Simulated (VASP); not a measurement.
# LiCl (Fm-3m) in VASP: notebook

The runs below take LiCl through single point, relaxation of cell and atoms, with LDA.

All numbers are computed with VASP 6.6.1; they aren't measurements. Logs are shortened: lines on timing, memory, paths and dates and some standing lists are left out, and cuts for length are marked.

## (1) The cell of the first run

Symmetry: Fm-3m, No. 225, cubic system. Conventional cell: a = 4.264 Å, b = 4.264 Å, c = 4.264 Å, α = 90.00°, β = 90.00°, γ = 90.00°. Li (site symmetry m-3m) has 6 Cl at 2.13 Å within 2.8 Å. Within 2.8 Å of Cl (site symmetry m-3m) lie 6 Li at 2.13 Å.

## (2) Single point, LDA

INCAR

```
PREC = Accurate ; ENCUT = 520
EDIFF = 1E-6 ; ISMEAR = 0
SIGMA = 0.01 ; LREAL = False
LASPH = True ; NELM = 100
ALGO = Normal ; ISIF = 2
LWAVE = False ; LCHARG = False
NBANDS = 12
```

KPOINTS

```
Automatic mesh
0
Gamma
  10 10 10
```

POSCAR

```
LiCl
1.0
    0.0000000000      2.1319680775      2.1319680775
    2.1319680775      0.0000000000      2.1319680775
    2.1319680775      2.1319680775      0.0000000000
Li Cl
1 1
Direct
    0.0000000000      0.0000000000      0.0000000000
    0.5000000000      0.5000000000      0.5000000000
```

Potentials or basis: VASP PAW LDA potentials, release 64 (Li_sv, Cl).

Started as:

```bash
cat potpaw_LDA.64/Li_sv/POTCAR potpaw_LDA.64/Cl/POTCAR > POTCAR
mpirun -np 1 vasp_std > vasp.out
```

OUTCAR:

```text
PREC = Accurate
   ENCUT = 520
   EDIFF = 1E-6
   ISMEAR = 0
   LREAL = False
   LASPH = True
   NELM = 100
   ISIF = 2

 ion  position               nearest neighbor table
   1  0.000  0.000  0.000-   2 2.13   2 2.13   2 2.13   2 2.13   2 2.13   2 2.13
   2  0.500  0.500  0.500-   1 2.13   1 2.13   1 2.13   1 2.13   1 2.13   1 2.13

  LATTYP: Found a face centered cubic cell.
 ALAT       =     4.2639361550

  Lattice vectors:

 A1 = (   0.0000000000,   2.1319680775,   2.1319680775)
 A2 = (   2.1319680775,   0.0000000000,   2.1319680775)
 A3 = (   2.1319680775,   2.1319680775,   0.0000000000)

Analysis of symmetry for initial positions (statically):
=====================================================================
 Subroutine PRICEL returns:
 Original cell was already a primitive cell.

 Routine SETGRP: Setting up the symmetry group for a
 face centered cubic supercell.

 Subroutine GETGRP returns: Found 48 space group operations
 (whereof 48 operations were pure point group operations)
 out of a pool of 48 trial point group operations.

The static configuration has the point symmetry O_h .

Analysis of symmetry for dynamics (positions and initial velocities):
=====================================================================
 Subroutine PRICEL returns:
 Original cell was already a primitive cell.

 Routine SETGRP: Setting up the symmetry group for a
 face centered cubic supercell.

 Subroutine GETGRP returns: Found 48 space group operations
 (whereof 48 operations were pure point group operations)
 out of a pool of 48 trial point group operations.

The dynamic configuration has the point symmetry O_h .

 Subroutine INISYM returns: Found 48 space group operations
 (whereof 48 operations are pure point group operations),
 and found     1 'primitive' translations

----------------------------------------------------------------------------------------

                                     Primitive cell

  volume of cell :      19.3808

  direct lattice vectors                    reciprocal lattice vectors
     0.000000000  2.131968077  2.131968077    -0.234525088  0.234525088  0.234525088
     2.131968077  0.000000000  2.131968077     0.234525088 -0.234525088  0.234525088
     2.131968077  2.131968077  0.000000000     0.234525088  0.234525088 -0.234525088

  length of vectors
     3.015058170  3.015058170  3.015058170     0.406209367  0.406209367  0.406209367

  position of ions in fractional coordinates (direct lattice)
     0.000000000  0.000000000  0.000000000
     0.500000000  0.500000000  0.500000000

  ion indices of the primitive-cell ions
   primitive index   ion index
                 1           1
                 2           2

----------------------------------------------------------------------------------------

 KPOINTS: Automatic mesh

Automatic generation of k-mesh.
 Grid dimensions read from file:
 generate k-points for:   10   10   10

 Generating k-lattice:

  Cartesian coordinates                     Fractional coordinates (reciprocal lattice)
    -0.023452509  0.023452509  0.023452509     0.100000000  0.000000000  0.000000000
     0.023452509 -0.023452509  0.023452509     0.000000000  0.100000000  0.000000000
     0.023452509  0.023452509 -0.023452509     0.000000000  0.000000000  0.100000000

  Length of vectors
     0.040620937  0.040620937  0.040620937

  Shift w.r.t. Gamma in fractional coordinates (k-lattice)
     0.000000000  0.000000000  0.000000000

 Subroutine IBZKPT returns following result:
 ===========================================

 Found     47 irreducible k-points:

 Following reciprocal coordinates:
            Coordinates               Weight
  0.000000  0.000000  0.000000      1.000000
  0.100000  0.000000  0.000000      8.000000
  0.200000  0.000000  0.000000      8.000000
  0.300000  0.000000  0.000000      8.000000
  0.400000  0.000000  0.000000      8.000000
  0.500000  0.000000  0.000000      4.000000
[... 16 lines left out ...]
  0.300000  0.300000  0.000000      6.000000
  0.400000  0.300000  0.000000     24.000000
 [... further k-points ...]
   k-points           NKPTS =     47   k-points in BZ     NKDIM =     47   number of bands    NBANDS=     12
   number of dos      NEDOS =    301   number of ions     NIONS =      2
   total plane-waves  NPLWV =  13824
   dimension x,y,z NGX =    24 NGY =   24 NGZ =   24
   dimension x,y,z NGXF=    48 NGYF=   48 NGZF=   48
   ions per type =               1   1
   NGX,Y,Z   is equivalent  to a cutoff of  13.23, 13.23, 13.23 a.u.
   NGXF,Y,Z  is equivalent  to a cutoff of  26.47, 26.47, 26.47 a.u.
 SYSTEM =  unknown system
   PREC   = accura    normal or accurate (medium, high low for compatibility)
   ISTART =      0    job   : 0-new  1-cont  2-samecut
   ICHARG =      2    charge: 1-file 2-atom 10-const
   ISPIN  =      1    spin polarized calculation?
   LNONCOLLINEAR =      F non collinear calculations
   LSORBIT =      F    spin-orbit coupling
   LASPH  =      T    aspherical Exc in radial PAW
   ENCUT  =  520.0 eV  38.22 Ry    6.18 a.u.   5.61  5.61  5.61*2*pi/ulx,y,z
   NELM   =    100;   NELMIN=  2; NELMDL= -5     # of ELM steps
   EDIFF  = 0.1E-05   stopping-criterion for ELM
   LREAL  =      F    real-space projection
   EDIFFG = 0.1E-04   stopping-criterion for IOM
   NSW    =      0    number of steps for IOM
   IBRION =     -1    ionic relax: 0-MD 1-quasi-New 2-CG
   NFREE  =      0    steps in history (QN), initial steepest desc. (CG)
   ISIF   =      2    stress and relaxation
   ISYM   =      2    0-nonsym 1-usesym 2-fastsym
   POTIM  = 0.5000    time-step for ionic-motion
   TEBEG  =    0.0;   TEEND  =   0.0 temperature during run
   PSTRESS=    0.0 pullay stress
   NELECT =      10.0000    total number of electrons
   NUPDOWN=      -1.0000    fix difference up-down
   EMIN   =  10.00;   EMAX   =-10.00  energy-range for DOS
   EFERMI =   0.00;   METHOD = LEGACY
   ISMEAR =     0;   SIGMA  =   0.01  broadening in eV -4-tet -1-fermi 0-gaus
   EFERMI_NEDOS =   21; number of points for ismear=-14 and -15
   IALGO  =     38    algorithm
   IMIX   =      4    mixing-type and parameters
     AMIX     =   0.40;   BMIX     =  1.00
     AMIX_MAG =   1.60;   BMIX_MAG =  1.00
  volume/ion in A,a.u.               =       9.69        65.39
  Fermi-wavevector in a.u.,A,eV,Ry     =   1.313059  2.481321 23.458119  1.724123
  Thomas-Fermi vector in A             =   2.443408
   LORBIT       =      0    0 simple, 1 ext, 2 COOP (PROOUT), +10 PAW based schemes
   GGA     = CA    functional components
   LHFCALC =     F    Hartree Fock is set to
   AEXX    =    0.0000 exact exchange contribution
   IVDW    =     0    specifies the selected vdW correction
   LEPSILON=     F    determine dielectric tensor
   LRPA    =     F    only Hartree local field effects (RPA)
 non-spin polarized calculation
 Gauss-broadening in eV      SIGMA  =   0.01
  energy-cutoff  :      520.00
  volume of cell :       19.38
 maximum number of plane-waves:       544
 NGX is ok and might be reduce to    24
   NGX = 11   NGY = 11   NGZ = 11

 number of electron      10.0000000 magnetization

 number of electron       9.9999992 magnetization

 Free energy of the ion-electron system (eV)
  ---------------------------------------------------
  ext. energy  EPLUGINS =         0.00000000
  ---------------------------------------------------
  free energy    TOTEN  =        -6.92376048 eV

  energy without entropy =       -6.92376048  energy(sigma->0) =       -6.92376048

 E-fermi :   6.6235     XC(G=0): -11.7091

 val. band max:        6.4625089132   @ k =  -0.1000   0.1000   0.0000
 cond. band min:      12.7362064281   @ k =   0.5000   0.5000   0.0000
 fundamental gap:      6.2736975148
 Fermi energy:         6.6234901789

 k-point     1 :       0.0000    0.0000    0.0000
  band No.  band energies     occupation
      1     -36.2531      2.00000
      2      -9.9236      2.00000
      3       6.4340      2.00000
      4       6.4340      2.00000
      5       6.4340      2.00000
      6      17.4077      0.00000
      7      18.1103      0.00000
      8      18.1103      0.00000
      9      18.1103      0.00000
     10      22.2663      0.00000
     11      22.2663      0.00000
     12      23.6692      0.00000

 k-point     2 :       0.1000    0.0000    0.0000
  band No.  band energies     occupation
      1     -36.2485      2.00000
      2      -9.8042      2.00000
      3       5.7251      2.00000
      4       6.3603      2.00000
      5       6.3603      2.00000
      6      16.9696      0.00000
      7      18.3093      0.00000
      8      18.3093      0.00000
      9      18.3255      0.00000
     10      20.6110      0.00000
     11      20.6110      0.00000
     12      24.1529      0.00000

 k-point     3 :       0.2000    0.0000    0.0000
  band No.  band energies     occupation
      1     -36.2365      2.00000
      2      -9.4652      2.00000
      3       4.1024      2.00000
      4       6.1841      2.00000
      5       6.1841      2.00000
      6      15.5108      0.00000
      7      17.6459      0.00000
      8      17.6459      0.00000
      9      19.9423      0.00000
     10      20.5504      0.00000
     11      20.5504      0.00000
     12      25.1136      0.00000

 k-point     4 :       0.3000    0.0000    0.0000
  band No.  band energies     occupation
      1     -36.2215      2.00000
      2      -8.9776      2.00000
      3       2.3404      2.00000
      4       5.9950      2.00000
      5       5.9950      2.00000
      6      14.3014      0.00000
      7      16.3374      0.00000
      8      16.3374      0.00000
      9      22.0272      0.00000
     10      22.3153      0.00000
     11      22.3153      0.00000
     12      26.3430      0.00000

 k-point     5 :       0.4000    0.0000    0.0000
  band No.  band energies     occupation
      1     -36.2094      2.00000
      2      -8.5021      2.00000
      3       0.9890      2.00000
      4       5.8615      2.00000
      5       5.8615      2.00000
      6      13.5503      0.00000
      7      15.4534      0.00000
      8      15.4534      0.00000
      9      24.2273      0.00000
     10      24.6037      0.00000
     11      24.6037      0.00000
     12      27.4085      0.00000
[... 228 lines left out ...]
      1     -36.2056      2.00000
      2      -8.2746      2.00000
      3       1.6927      2.00000
      4       3.2515      2.00000
      5       5.7077      2.00000
      6      14.7361      0.00000
      7      16.4467      0.00000
      8      17.4632      0.00000
      9      21.5597      0.00000
     10      22.0857      0.00000
     11      27.4186      0.00000
     12      27.8237      0.00000

 k-point    22 :      -0.2000    0.2000    0.0000
  band No.  band energies     occupation
      1     -36.2167      2.00000
      2      -8.7736      2.00000
      3       2.8703      2.00000
      4       3.7596      2.00000
      5       6.1470      2.00000
      6      15.3704      0.00000
      7      16.5028      0.00000
      8      17.1032      0.00000
      9      20.4471      0.00000
     10      20.8860      0.00000
     11      26.1221      0.00000
     12      26.5290      0.00000

 k-point    23 :       0.3000    0.3000    0.0000
  band No.  band energies     occupation
      1     -36.2123      2.00000
      2      -8.5174      2.00000
      3       2.4814      2.00000
      4       4.4615      2.00000
      5       4.4615      2.00000
      6      13.9261      0.00000
      7      15.5842      0.00000
      8      21.3789      0.00000
      9      21.6691      0.00000
     10      21.6691      0.00000
     11      24.3196      0.00000
     12      28.7238      0.00000

 k-point    24 :       0.4000    0.3000    0.0000
  band No.  band energies     occupation
      1     -36.2033      2.00000
      2      -8.0505      2.00000
      3       1.4323      2.00000
      4       3.8949      2.00000
      5       4.2281      2.00000
      6      13.8765      0.00000
      7      15.5664      0.00000
      8      20.8711      0.00000
      9      21.2283      0.00000
     10      24.2788      0.00000
     11      26.0813      0.00000
     12      29.4113      0.00000

 [... further k-points ...]

------------------------ aborting loop because EDIFF is reached ----------------------------------------

  FORCE on cell =-STRESS in cart. coord.  units (eV):
  Direction    XX          YY          ZZ          XY          YZ          ZX
  --------------------------------------------------------------------------------------
  -------------------------------------------------------------------------------------
  Total        6.0451022      6.0451022      6.0451022      0.0000000      0.0000000      0.0000000
  in kB      499.7377358    499.7377358    499.7377358      0.0000000      0.0000000      0.0000000
  external PRESSURE =     499.7377358 kB  Pullay stress =       0.0000000 kB

 VOLUME and BASIS-vectors are now :
 -----------------------------------------------------------------------------
  energy-cutoff  :      520.00
  volume of cell :       19.38
      direct lattice vectors                 reciprocal lattice vectors
     0.000000000  2.131968077  2.131968077    -0.234525088  0.234525088  0.234525088
     2.131968077  0.000000000  2.131968077     0.234525088 -0.234525088  0.234525088
     2.131968077  2.131968077  0.000000000     0.234525088  0.234525088 -0.234525088

 POSITION                                       TOTAL-FORCE (eV/Angst)
 -----------------------------------------------------------------------------------
      0.00000      0.00000      0.00000        -0.000000     -0.000000     -0.000000
      2.13197      2.13197      2.13197         0.000000      0.000000      0.000000
 -----------------------------------------------------------------------------------
    total drift:                                0.000000     -0.000000      0.000000

  FREE ENERGIE OF THE ION-ELECTRON SYSTEM (eV)
  ---------------------------------------------------
  free  energy   TOTEN  =        -6.9237604813 eV

  energy  without entropy=       -6.9237604813  energy(sigma->0) =       -6.92376048
```

Run time: 5.9 s. Hardware: 1 thread of Intel Xeon Platinum 8375C at 2.90GHz (Ice Lake), shared host; peak memory 0.13 GiB.

What came out:

```
Free energy            : -6.9238 eV
Band gap on the k mesh : 6.27 eV, indirect (least direct gap 7.48 eV)
```

Caveat: the cutoff is under 1.25 times the usual one of these potentials, so pressure, stress and relaxed cells hold a basis-set (Pulay) error. A k mesh can miss the band edges.

## (3) Relaxation of cell and atoms, LDA, target pressure 25 GPa, at which the enthalpy is minimised

This run uses another cell than the first one, of 15.29 Å³/atom, 1.578 times its volume.

INCAR

```
  ALGO = Normal
  EDIFF = 1E-6
  EDIFFG = -0.001
  ENCUT = 600
  IBRION = 2
  ISIF = 3
  ISMEAR = 0
  LASPH = True
  LCHARG = False
  LREAL = False
  LWAVE = False
  NELM = 100
  NSW = 80
  PREC = Accurate
  PSTRESS = 250.0
  SIGMA = 0.01
```

KPOINTS

```
k-points
0
Gamma
  8 8 8
```

POSCAR

```
LiCl
1.0
    0.0000000000      2.4820709611      2.4820709611
    2.4820709611      0.0000000000      2.4820709611
    2.4820709611      2.4820709611      0.0000000000
Li Cl
1 1
Direct
    0.0000000000      0.0000000000      0.0000000000
    0.5000000000      0.5000000000      0.5000000000
```

Potentials or basis: VASP PAW LDA potentials, release 64 (Li_sv, Cl).

Started as:

```bash
cat potpaw_LDA.64/Li_sv/POTCAR potpaw_LDA.64/Cl/POTCAR > POTCAR
mpirun -np 1 vasp_std > vasp.out
```

Run time: 34 s. Hardware: 1 thread of Intel Xeon Platinum 8375C at 2.90GHz (Ice Lake), shared host; peak memory 0.14 GiB.

Results (log left out):

| Property | Result |
| --- | --- |
| Free energy | -7.6143 eV |
| Relaxed volume | 11.19 Å³/atom |
| Relaxed cell | a = 3.163 Å, b = 3.163 Å, c = 3.163 Å, α = 60.00°, β = 60.00°, γ = 60.00° |
| Space group after relaxing (to 0.05 Å) | Fm-3m (No. 225) |
| Energy change on relaxing (the enthalpy is what falls) | +240.8 meV/atom |
| Ionic steps | 16 |
| Pressure after relaxing | 25.0 GPa |
| Band gap on the k mesh | 6.77 eV, indirect (least direct gap 7.27 eV) |

Step by step:
| step | energy change (eV) | largest force (eV/Å) | pressure (GPa) | volume (Å³) |
| --- | --- | --- | --- | --- |
| 1 | 0.0000 | 0.0000 | -0.06 | 30.58 |
| 2 | 0.7007 | 0.0000 | 33.26 | 21.17 |
| 3 | 0.4865 | 0.0000 | 25.18 | 22.35 |
| 4 | 0.4637 | 0.0000 | 24.29 | 22.50 |
| 5 | 0.4641 | 0.0000 | 24.28 | 22.50 |
| 6 | 0.4656 | 0.0000 | 24.37 | 22.49 |
| 7 | 0.4656 | 0.0000 | 24.38 | 22.49 |
| 8 | 0.4657 | 0.0000 | 24.38 | 22.49 |
| 9 | 0.4658 | 0.0000 | 24.38 | 22.49 |
| 10 | 0.4660 | 0.0000 | 24.38 | 22.48 |
| 11 | 0.4665 | 0.0000 | 24.38 | 22.48 |
| 12 | 0.4674 | 0.0000 | 24.44 | 22.48 |
| 13 | 0.4691 | 0.0000 | 24.50 | 22.46 |
| 14 | 0.4727 | 0.0000 | 24.64 | 22.44 |
| 15 | 0.4798 | 0.0000 | 24.93 | 22.39 |
| 16 | 0.4816 | 0.0000 | 24.99 | 22.38 |

Final structure:
```xyz
2
Lattice="0.0000 2.2368 2.2368 2.2368 0.0000 2.2368 2.2368 2.2368 0.0000" Properties=species:S:1:pos:R:3 pbc="T T T"
Li    0.0000    0.0000    0.0000
Cl    2.2368    2.2368    2.2368
```

Levels at points of the mesh, in eV from the valence-band top:
| k point | band 1 | band 2 | band 3 | band 4 | band 5 | band 6 | band 7 | band 8 | band 9 |
| --- | --- | --- | --- | --- | --- | --- | --- | --- | --- |
| (0.00, 0.00, 0.00) | -42.37 | -15.35 | 0.00 | 0.00 | 0.00 | 9.28 | 11.82 | 11.82 | 11.82 |
| (0.50, 0.00, 0.00) | -42.34 | -14.03 | -5.00 | -0.50 | -0.50 | 6.77 | 9.01 | 9.01 | 17.47 |
| (0.50, 0.50, 0.00) | -42.34 | -13.27 | -5.49 | -2.20 | -2.20 | 6.95 | 8.51 | 16.29 | 17.17 |

Caveat: the cutoff is under 1.25 times the usual one of these potentials, so pressure, stress and relaxed cells hold a basis-set (Pulay) error; the cell is relaxed towards a set pressure, so the enthalpy falls and the energy may rise; the volume moved by over 15 % at a fixed basis, so the end points are rough. LDA usually gives volumes a few per cent too small.
